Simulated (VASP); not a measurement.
# Bi: single point with r2SCAN

Bi:

```xyz
2
Lattice="3.4886 -3.1326 0.0000 3.4886 3.1326 0.0000 -1.2602 0.0000 3.1136" Properties=species:S:1:pos:R:3 pbc="T T T"
Bi    4.1738    0.0000    2.6695
Bi    1.5432    0.0000    0.4440
```

| Item | Value |
| --- | --- |
| Program | VASP 6.6.1 |
| Task | single point |
| Functional | r2SCAN |
| Potentials or basis | VASP PAW PBE potentials, release 64 (Bi_d) |
| Cutoff | 520 eV |
| k mesh | 6 × 6 × 9 |
| Occupations | fermi-dirac, width 0.05 eV |
| Spin | no spin polarisation |
| Dipole correction | no |
| Further INCAR settings | ALGO = Normal; EDIFF = 1e-06; NBANDS = 22 |

```yaml
Pressure: -0.9 GPa
Largest_force: 0.144 eV/Å
Band_gap_on_the_k_mesh: zero (band 15 reaches 10.00 eV, above the bottom of band 16 at 4.88 eV)
```

Forces on the atoms (eV/Å):
```
Bi   0.120  0.000  0.080
Bi  -0.120  0.000 -0.080
```

Stress tensor (GPa, compression positive):
```
-0.87  0.00 -0.26
 0.00 -1.46  0.00
-0.26  0.00 -0.26
```

Levels at points of the mesh, in eV from the Fermi level:
```tsv
k point	band 12	band 13	band 14	band 15	band 16	band 17	band 18	band 19
(0.00, 0.00, 0.00)	-9.48	-3.28	-2.99	3.15	3.19	3.91	4.31	4.45
(0.50, 0.00, 0.00)	-11.94	-1.21	-0.90	-0.74	-0.73	3.59	4.79	8.15
(0.50, 0.50, 0.00)	-11.45	-5.15	-5.13	3.31	4.10	5.42	5.80	9.49
```

It took 3 min on 1 thread of Intel(R) Xeon(R) Platinum 8559C (Emerald Rapids), with other jobs on the host, peak memory 0.26 GiB.

Caveat: the PAW data sets were made with another functional, which shifts forces and pressure a little; spin-orbit coupling is left out, which moves the levels of the heavy elements.
